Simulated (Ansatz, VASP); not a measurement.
# LiH: VASP beside Ansatz

```
Li H
1.0
     0.00000    2.03424    1.94339
     2.03424    0.00000    1.94339
     2.03424    2.03424    0.00000
Li H
1 1
Cartesian
  0.0000 0.0000 0.0000
  2.0342 2.0342 1.9434
```

Change from the starting cell: z stretched by -3 % at fixed volume, crystal datasets.

Alike in both runs: task electric field gradients; functional PBE; k mesh 14 × 14 × 14; occupations fermi-dirac, width 0.08 eV; no spin polarisation.

|  | VASP | Ansatz |
| --- | --- | --- |
| version | VASP 6.6.1 | Ansatz 0.2.0 |
| potentials or method | VASP PAW PBE potentials, release 64 (Li_sv, H), cutoff 520 eV | all-electron PAW with datasets made for the crystal, scalar-relativistic |

```tsv
	VASP	Ansatz	Ansatz less VASP
size of Vzz on the site where it differs most (V/Å²)	0.3	0.4	+0.14
```

Ansatz ran all-electron here, and VASP with PAW potentials.

Noted on VASP's run: the cutoff is short for stress, so the pressure is rough.
